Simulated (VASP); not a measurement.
# MgO (d.b) (Fm-3m) in VASP: further runs

MgO (d.b) is run at these levels: PBE+D3(BJ); tasks: single point, relaxation of cell and atoms.

All numbers are computed with VASP 6.6.1; they aren't measurements. Logs are shortened: lines on timing, memory, paths and dates and some standing lists are left out, and cuts for length are marked.

**1. The cell of the first run**

It takes space group Fm-3m (No. 225, cubic). Conventional cell: a = 4.220 Å, b = 4.220 Å, c = 4.220 Å, α = 90.00°, β = 90.00°, γ = 90.00°. Mg (site symmetry m-3m) has 6 O at 2.11 Å within 2.8 Å. Within 2.8 Å of O (site symmetry m-3m) lie 6 Mg at 2.11 Å.

**2. Single point, PBE+D3(BJ)**

Input file INCAR:

```
ALGO     = Normal         # electronic algorithm
EDIFF    = 1E-6           # SCF threshold, eV
ENCUT    = 600            # plane-wave cutoff, eV
GGA      = PE             # functional
GGA_COMPAT= F            
ISIF     = 2              # what is computed and relaxed
ISMEAR   = 0              # smearing method
IVDW     = 12             # dispersion correction
LASPH    = T              # aspherical terms in the spheres
LCHARG   = F              # write CHGCAR
LREAL    = F              # projectors in reciprocal space
LWAVE    = F              # write WAVECAR
NBANDS   = 11             # bands
NELM     = 120            # most SCF steps
PREC     = Accurate       # precision mode
SIGMA    = 0.1            # smearing width, eV
```

Input file KPOINTS:

```
k-points
0
Gamma
  8 8 8
```

Input file POSCAR:

```
MgO
1.0
    0.0000000000      2.1100000000      2.1100000000
    2.1100000000      0.0000000000      2.1100000000
    2.1100000000      2.1100000000      0.0000000000
Mg O
1 1
Direct
    0.0000000000      0.0000000000      0.0000000000
    0.5000000000      0.5000000000      0.5000000000
```

Potentials or basis: VASP PAW PBE potentials, release 64 (Mg, O).

On the command line:

```sh
$ cat potpaw_PBE.64/Mg/POTCAR potpaw_PBE.64/O/POTCAR > POTCAR
$ mpirun -np 1 vasp_std > vasp.out
```

OUTCAR:

```text
EDIFF = 1E-6
   ENCUT = 600
   GGA = PE
   ISIF = 2
   ISMEAR = 0
   IVDW = 12
   LASPH = T
   LREAL = F
   NELM = 120
   PREC = Accurate
 IVDW          = 12

 ion  position               nearest neighbor table
   1  0.000  0.000  0.000-   2 2.11   2 2.11   2 2.11   2 2.11   2 2.11   2 2.11
   2  0.500  0.500  0.500-   1 2.11   1 2.11   1 2.11   1 2.11   1 2.11   1 2.11

  LATTYP: Found a face centered cubic cell.
 ALAT       =     4.2200000000

  Lattice vectors:

 A1 = (   0.0000000000,   2.1100000000,   2.1100000000)
 A2 = (   2.1100000000,   0.0000000000,   2.1100000000)
 A3 = (   2.1100000000,   2.1100000000,   0.0000000000)

Analysis of symmetry for initial positions (statically):
=====================================================================
 Subroutine PRICEL returns:
 Original cell was already a primitive cell.

 Routine SETGRP: Setting up the symmetry group for a
 face centered cubic supercell.

 Subroutine GETGRP returns: Found 48 space group operations
 (whereof 48 operations were pure point group operations)
 out of a pool of 48 trial point group operations.

The static configuration has the point symmetry O_h .

Analysis of symmetry for dynamics (positions and initial velocities):
=====================================================================
 Subroutine PRICEL returns:
 Original cell was already a primitive cell.

 Routine SETGRP: Setting up the symmetry group for a
 face centered cubic supercell.

 Subroutine GETGRP returns: Found 48 space group operations
 (whereof 48 operations were pure point group operations)
 out of a pool of 48 trial point group operations.

The dynamic configuration has the point symmetry O_h .

 Subroutine INISYM returns: Found 48 space group operations
 (whereof 48 operations are pure point group operations),
 and found     1 'primitive' translations

----------------------------------------------------------------------------------------

                                     Primitive cell

  volume of cell :      18.7879

  direct lattice vectors                    reciprocal lattice vectors
     0.000000000  2.110000000  2.110000000    -0.236966825  0.236966825  0.236966825
     2.110000000  0.000000000  2.110000000     0.236966825 -0.236966825  0.236966825
     2.110000000  2.110000000  0.000000000     0.236966825  0.236966825 -0.236966825

  length of vectors
     2.983990617  2.983990617  2.983990617     0.410438580  0.410438580  0.410438580

  position of ions in fractional coordinates (direct lattice)
     0.000000000  0.000000000  0.000000000
     0.500000000  0.500000000  0.500000000

  ion indices of the primitive-cell ions
   primitive index   ion index
                 1           1
                 2           2

----------------------------------------------------------------------------------------

 KPOINTS: k-points

Automatic generation of k-mesh.
 Grid dimensions read from file:
 generate k-points for:    8    8    8

 Generating k-lattice:

  Cartesian coordinates                     Fractional coordinates (reciprocal lattice)
    -0.029620853  0.029620853  0.029620853     0.125000000  0.000000000  0.000000000
     0.029620853 -0.029620853  0.029620853     0.000000000  0.125000000  0.000000000
     0.029620853  0.029620853 -0.029620853     0.000000000  0.000000000  0.125000000

  Length of vectors
     0.051304822  0.051304822  0.051304822

  Shift w.r.t. Gamma in fractional coordinates (k-lattice)
     0.000000000  0.000000000  0.000000000

 Subroutine IBZKPT returns following result:
 ===========================================

 Found     29 irreducible k-points:

 Following reciprocal coordinates:
            Coordinates               Weight
  0.000000  0.000000  0.000000      1.000000
  0.125000  0.000000  0.000000      8.000000
  0.250000  0.000000  0.000000      8.000000
  0.375000  0.000000  0.000000      8.000000
  0.500000  0.000000  0.000000      4.000000
  0.125000  0.125000  0.000000      6.000000
[... 16 lines left out ...]
  0.500000  0.250000  0.125000     48.000000
 -0.375000  0.250000  0.125000     24.000000
 [... further k-points ...]
   k-points           NKPTS =     29   k-points in BZ     NKDIM =     29   number of bands    NBANDS=     11
   number of dos      NEDOS =    301   number of ions     NIONS =      2
   total plane-waves  NPLWV =  13824
   dimension x,y,z NGX =    24 NGY =   24 NGZ =   24
   dimension x,y,z NGXF=    48 NGYF=   48 NGZF=   48
   ions per type =               1   1
   NGX,Y,Z   is equivalent  to a cutoff of  13.37, 13.37, 13.37 a.u.
   NGXF,Y,Z  is equivalent  to a cutoff of  26.74, 26.74, 26.74 a.u.
 SYSTEM =  unknown system
   PREC   = accura    normal or accurate (medium, high low for compatibility)
   ISTART =      0    job   : 0-new  1-cont  2-samecut
   ICHARG =      2    charge: 1-file 2-atom 10-const
   ISPIN  =      1    spin polarized calculation?
   LNONCOLLINEAR =      F non collinear calculations
   LSORBIT =      F    spin-orbit coupling
   LASPH  =      T    aspherical Exc in radial PAW
   ENCUT  =  600.0 eV  44.10 Ry    6.64 a.u.   5.96  5.96  5.96*2*pi/ulx,y,z
   NELM   =    120;   NELMIN=  2; NELMDL= -5     # of ELM steps
   EDIFF  = 0.1E-05   stopping-criterion for ELM
   LREAL  =      F    real-space projection
   EDIFFG = 0.1E-04   stopping-criterion for IOM
   NSW    =      0    number of steps for IOM
   IBRION =     -1    ionic relax: 0-MD 1-quasi-New 2-CG
   NFREE  =      0    steps in history (QN), initial steepest desc. (CG)
   ISIF   =      2    stress and relaxation
   ISYM   =      2    0-nonsym 1-usesym 2-fastsym
   POTIM  = 0.5000    time-step for ionic-motion
   TEBEG  =    0.0;   TEEND  =   0.0 temperature during run
   PSTRESS=    0.0 pullay stress
   NELECT =       8.0000    total number of electrons
   NUPDOWN=      -1.0000    fix difference up-down
   EMIN   =  10.00;   EMAX   =-10.00  energy-range for DOS
   EFERMI =   0.00;   METHOD = LEGACY
   ISMEAR =     0;   SIGMA  =   0.10  broadening in eV -4-tet -1-fermi 0-gaus
   EFERMI_NEDOS =   21; number of points for ismear=-14 and -15
   IALGO  =     38    algorithm
   IMIX   =      4    mixing-type and parameters
     AMIX     =   0.40;   BMIX     =  1.00
     AMIX_MAG =   1.60;   BMIX_MAG =  1.00
  volume/ion in A,a.u.               =       9.39        63.39
  Fermi-wavevector in a.u.,A,eV,Ry     =   1.231627  2.327437 20.638731  1.516904
  Thomas-Fermi vector in A             =   2.366429
   LORBIT       =      0    0 simple, 1 ext, 2 COOP (PROOUT), +10 PAW based schemes
   GGA     = PE    functional components
   LHFCALC =     F    Hartree Fock is set to
   AEXX    =    0.0000 exact exchange contribution
   IVDW    =    12    specifies the selected vdW correction
   LEPSILON=     F    determine dielectric tensor
   LRPA    =     F    only Hartree local field effects (RPA)
 non-spin polarized calculation
 Gauss-broadening in eV      SIGMA  =   0.10
  energy-cutoff  :      600.00
  volume of cell :       18.79
 maximum number of plane-waves:       638
   NGX = 11   NGY = 11   NGZ = 11

 number of electron       8.0000005 magnetization

 Free energy of the ion-electron system (eV)
  ---------------------------------------------------
  ext. energy  EPLUGINS =         0.00000000
  ---------------------------------------------------
  free energy    TOTEN  =       -11.91128813 eV

  energy without entropy =      -11.91128813  energy(sigma->0) =      -11.91128813

 E-fermi :   3.6273     XC(G=0): -11.0515

 val. band max:        3.1428070528   @ k =   0.0000   0.0000   0.0000
 cond. band min:       7.8156810859   @ k =   0.0000   0.0000   0.0000
 fundamental gap:      4.6728740331
 Fermi energy:         3.6273196355

 k-point     1 :       0.0000    0.0000    0.0000
  band No.  band energies     occupation
      1     -14.0909      2.00000
      2       3.1428      2.00000
      3       3.1428      2.00000
      4       3.1428      2.00000
      5       7.8157      0.00000
      6      18.9130      0.00000
      7      18.9130      0.00000
      8      18.9130      0.00000
      9      22.8136      0.00000
     10      24.5825      0.00000
     11      24.5825      0.00000

 k-point     2 :       0.1250    0.0000    0.0000
  band No.  band energies     occupation
      1     -13.9294      2.00000
      2       2.1908      2.00000
      3       3.0407      2.00000
      4       3.0407      2.00000
      5       8.7306      0.00000
      6      17.2352      0.00000
      7      19.2684      0.00000
      8      19.2684      0.00000
      9      23.6055      0.00000
     10      23.6055      0.00000
     11      24.9554      0.00000

 k-point     3 :       0.2500    0.0000    0.0000
  band No.  band energies     occupation
      1     -13.5100      2.00000
      2       0.4950      2.00000
      3       2.8056      2.00000
      4       2.8056      2.00000
      5      10.1800      0.00000
      6      15.6830      0.00000
      7      19.7510      0.00000
      8      19.7510      0.00000
      9      23.2161      0.00000
     10      23.2161      0.00000
     11      25.0426      0.00000

 k-point     4 :       0.3750    0.0000    0.0000
  band No.  band energies     occupation
      1     -13.0376      2.00000
      2      -0.9030      2.00000
      3       2.5843      2.00000
      4       2.5843      2.00000
      5      10.9045      0.00000
      6      15.4668      0.00000
      7      19.5681      0.00000
      8      19.5681      0.00000
      9      24.2580      0.00000
     10      24.5265      0.00000
     11      24.5265      0.00000
[... 239 lines left out ...]
 k-point    22 :       0.3750    0.2500    0.1250
  band No.  band energies     occupation
      1     -13.2096      2.00000
      2       0.1410      2.00000
      3       1.9992      2.00000
      4       2.5332      2.00000
      5      11.5796      0.00000
      6      14.6084      0.00000
      7      18.1616      0.00000
      8      20.6240      0.00000
      9      21.2038      0.00000
     10      25.5175      0.00000
     11      28.8736      0.00000

 k-point    23 :       0.5000    0.2500    0.1250
  band No.  band energies     occupation
      1     -12.8376      2.00000
      2      -0.5437      2.00000
      3       1.4277      2.00000
      4       2.2827      2.00000
      5      12.5907      0.00000
      6      14.7580      0.00000
      7      17.0024      0.00000
      8      20.2191      0.00000
      9      22.7672      0.00000
     10      25.4778      0.00000
     11      29.0737      0.00000

 k-point    24 :      -0.3750    0.2500    0.1250
  band No.  band energies     occupation
      1     -12.6724      2.00000
      2      -0.8346      2.00000
      3       1.2214      2.00000
      4       2.1640      2.00000
      5      12.7761      0.00000
      6      15.2876      0.00000
      7      16.5748      0.00000
      8      19.9730      0.00000
      9      23.6041      0.00000
     10      25.1458      0.00000
     11      29.2141      0.00000

 [... further k-points ...]

------------------------ aborting loop because EDIFF is reached ----------------------------------------

 Edisp (eV)   -0.58282

 E8    (eV) :    -0.2282

  FORCE on cell =-STRESS in cart. coord.  units (eV):
  Direction    XX          YY          ZZ          XY          YZ          ZX
  --------------------------------------------------------------------------------------
  -------------------------------------------------------------------------------------
  Total      -0.27652    -0.27652    -0.27652    -0.00000    -0.00000    -0.00000
  in kB     -23.58059   -23.58059   -23.58059    -0.00000    -0.00000    -0.00000
  external pressure =      -23.58 kB  Pullay stress =        0.00 kB

 VOLUME and BASIS-vectors are now :
 -----------------------------------------------------------------------------
  energy-cutoff  :      600.00
  volume of cell :       18.79
      direct lattice vectors                 reciprocal lattice vectors
     0.000000000  2.110000000  2.110000000    -0.236966825  0.236966825  0.236966825
     2.110000000  0.000000000  2.110000000     0.236966825 -0.236966825  0.236966825
     2.110000000  2.110000000  0.000000000     0.236966825  0.236966825 -0.236966825

 POSITION                                       TOTAL-FORCE (eV/Angst)
 -----------------------------------------------------------------------------------
      0.00000      0.00000      0.00000        -0.000000     -0.000000      0.000000
      2.11000      2.11000      2.11000         0.000000      0.000000      0.000000
 -----------------------------------------------------------------------------------
    total drift:                               -0.000000     -0.000000      0.000000

  FREE ENERGIE OF THE ION-ELECTRON SYSTEM (eV)
  ---------------------------------------------------
  free  energy   TOTEN  =       -12.4941033086 eV

  energy  without entropy=      -12.4941033086  energy(sigma->0) =      -12.49410331
```

It took 9.6 s on 1 thread of Intel Xeon 8259CL, shared host; peak memory 0.15 GiB.

Results:

```
Free energy                : -12.4941 eV
Pressure                   : -2.4 GPa
Band gap on the k mesh     : 4.67 eV, direct
Dispersion energy per atom : -0.291 eV
```

Expect the measured gap to be larger: semilocal functionals such as PBE lack the derivative discontinuity.

**3. Single point, PBE+D3(BJ)**

This run uses another cell than the first one, of 9.32 Å³/atom, 0.992 times its volume.

Input file INCAR:

```
SYSTEM = MgO
PREC     = Accurate       ! precision mode
ENCUT    = 600            ! plane-wave cutoff, eV
EDIFF    = 1E-6           ! SCF threshold, eV
ISMEAR   = 0              ! smearing method
SIGMA    = 0.02           ! smearing width, eV
LREAL    = .FALSE.        ! projectors in reciprocal space
LASPH    = .TRUE.         ! aspherical terms in the spheres
NELM     = 120            ! most SCF steps
ALGO     = Normal         ! electronic algorithm
ISIF     = 2              ! what is computed and relaxed
LWAVE    = .FALSE.        ! write WAVECAR
LCHARG   = .FALSE.        ! write CHGCAR
GGA      = PE             ! functional
IVDW     = 12             ! dispersion correction
NBANDS   = 11             ! bands
GGA_COMPAT= .FALSE.
```

Input file KPOINTS:

```
Automatic mesh
0
G
  10 10 10
  0 0 0
```

Input file POSCAR:

```
MgO
1.0
    0.0000000000      2.1041871137      2.1041871137
    2.1041871137      0.0000000000      2.1041871137
    2.1041871137      2.1041871137      0.0000000000
Mg O
1 1
Direct
    0.0000000000      0.0000000000      0.0000000000
    0.5000000000      0.5000000000      0.5000000000
```

Potentials or basis: VASP PAW PBE potentials, release 64 (Mg, O).

On the command line:

```sh
$ cat potpaw_PBE.64/Mg/POTCAR potpaw_PBE.64/O/POTCAR > POTCAR
$ mpirun -np 1 vasp_std > vasp.out
```

Wall time 15 s (1 thread of Intel Xeon 8259CL, shared host); peak memory 0.15 GiB.

Results (log left out):

```yaml
Free_energy: -12.4954 eV
Pressure: -1.1 GPa
Band_gap_on_the_k_mesh: 4.75 eV, direct
Dispersion_energy_per_atom: -0.294 eV
```

Levels at points of the mesh, in eV from the valence-band top:
```
           k point  band 1  band 2  band 3  band 4  band 5  band 6  band 7  band 8  band 9
(0.00, 0.00, 0.00)  -17.28    0.00    0.00    0.00    4.75   15.82   15.82   15.82   19.74
(0.50, 0.00, 0.00)  -15.99   -4.63   -0.66   -0.66    7.92   12.64   16.34   16.34   20.93
(0.50, 0.50, 0.00)  -15.73   -4.09   -1.35   -1.35    9.13   10.00   13.13   19.01   19.01
```

A hybrid or GW would open this gap; PBE tends to underestimate it.

**4. Single point, PBE+D3(BJ)**

This run uses another cell than the first one, of 9.32 Å³/atom, 0.992 times its volume.

Input file INCAR:

```
PREC = Accurate
ENCUT = 600
EDIFF = 1E-6
ISMEAR = 0
SIGMA = 0.02
LREAL = False
LASPH = True
NELM = 120
ALGO = Normal
ISIF = 2
LWAVE = False
LCHARG = False
GGA = PE
IVDW = 12
NBANDS = 11
GGA_COMPAT = False
```

Input file KPOINTS:

```
Automatic mesh
0
Gamma
  10 10 10
```

POSCAR is that of step 3.

On the command line:

```sh
$ cat potpaw_PBE.64/Mg/POTCAR potpaw_PBE.64/O/POTCAR > POTCAR
$ mpirun -np 1 vasp_std > vasp.out
```

It took 14 s on 1 thread of Intel Xeon 8259CL, shared host; peak memory 0.16 GiB.

Results (log left out):

```yaml
Free_energy: -12.4954 eV
Pressure: -1.1 GPa
Band_gap_on_the_k_mesh: 4.75 eV, direct
Dispersion_energy_per_atom: -0.294 eV
```

Levels at points of the mesh, in eV from the valence-band top:
```csv
k point,band 1,band 2,band 3,band 4,band 5,band 6,band 7,band 8
"(0.00, 0.00, 0.00)",-17.28,0.00,0.00,0.00,4.75,15.82,15.82,15.82
"(0.50, 0.00, 0.00)",-15.99,-4.63,-0.66,-0.66,7.92,12.64,16.34,16.34
"(0.50, 0.50, 0.00)",-15.73,-4.09,-1.35,-1.35,9.13,10.00,13.13,19.01
```

PBE gaps usually lie below the measured ones, often by a third to a half.

**5. Relaxation of cell and atoms, PBE+D3(BJ)**

Input file INCAR:

```
SYSTEM = MgO
ALGO = Normal
EDIFF = 1E-7
EDIFFG = -0.002
ENCUT = 600
GGA = PE
GGA_COMPAT = .False.
IBRION = 2
ISIF = 3
ISMEAR = 0
IVDW = 12
LASPH = .True.
LCHARG = .False.
LREAL = .False.
LWAVE = .False.
NELM = 120
NELMIN = 4
NSW = 100
PREC = Accurate
SIGMA = 0.02
```

Input file KPOINTS:

```
k-points
0
Gamma
  10 10 10
  0 0 0
```

Input file POSCAR:

```
MgO
1.0
    0.0000000000      2.1100000000      2.1100000000
    2.1100000000      0.0000000000      2.1100000000
    2.1100000000      2.1100000000      0.0000000000
Mg O
1 1
Direct
    0.0000000000      0.0000000000      0.0000000000
    0.5000000000      0.5000000000      0.5000000000
```

On the command line:

```sh
$ cat potpaw_PBE.64/Mg/POTCAR potpaw_PBE.64/O/POTCAR > POTCAR
$ mpirun -np 1 vasp_std > vasp.out
```

Run time: 26 s. Hardware: 1 thread of Intel Xeon 8259CL, shared host; peak memory 0.16 GiB.

Results (log left out):

```
Free energy                            : -12.4962 eV
Relaxed volume                         : 9.25 Å³/atom
Relaxed cell                           : a = 2.969 Å, b = 2.969 Å, c = 2.969 Å, α = 60.00°, β = 60.00°, γ = 60.00°
Space group after relaxing (to 0.05 Å) : Fm-3m (No. 225)
Energy gained by relaxing              : 1.0 meV/atom
Ionic steps                            : 3
Pressure after relaxing                : 0.0 GPa
Band gap on the k mesh                 : 4.82 eV, direct
Dispersion energy per atom             : -0.296 eV
```

The path:
```tsv
step	energy change (eV)	largest force (eV/Å)	pressure (GPa)	volume (Å³)
1	0.0000	0.0000	-2.35	18.79
2	-0.0018	0.0000	0.83	18.42
3	-0.0021	0.0000	0.01	18.51
```

Final structure:
```
Mg O
1.0
     0.00000    2.09951    2.09951
     2.09951    0.00000    2.09951
     2.09951    2.09951    0.00000
Mg O
1 1
Cartesian
  0.0000 0.0000 0.0000
  2.0995 2.0995 2.0995
```

Levels at points of the mesh, in eV from the valence-band top:
| k point | band 1 | band 2 | band 3 | band 4 | band 5 | band 6 | band 7 | band 8 |
| --- | --- | --- | --- | --- | --- | --- | --- | --- |
| (0.00, 0.00, 0.00) | -17.31 | 0.00 | 0.00 | 0.00 | 4.82 | 15.86 | 15.86 | 15.86 |
| (0.50, 0.00, 0.00) | -16.00 | -4.66 | -0.66 | -0.66 | 7.96 | 12.71 | 16.41 | 16.41 |
| (0.50, 0.50, 0.00) | -15.74 | -4.12 | -1.36 | -1.36 | 9.13 | 10.07 | 13.20 | 19.12 |

**6. The runs side by side**

| task | cell | k mesh | smearing | gap on the mesh (eV) | pressure (GPa) |
| --- | --- | --- | --- | --- | --- |
| single point | a = 2.984 Å, angles 60.0°, 2 atoms | 8 × 8 × 8 | gaussian 0.1 eV | 4.67 | -2.4 |
| single point | a = 2.976 Å, angles 60.0°, 2 atoms | 10 × 10 × 10 | gaussian 0.02 eV | 4.75 | -1.1 |
| relaxation of cell and atoms | relaxed from a = 2.984 Å, angles 60.0°, 2 atoms | 10 × 10 × 10 | gaussian 0.02 eV | 4.82 | 0.0 |

Alike in all rows: level PBE+D3(BJ); potentials or basis VASP PAW PBE potentials, release 64 (Mg, O); no spin polarisation; cutoff (eV) 600.

Absolute energies hang on the potentials; compare differences alone.
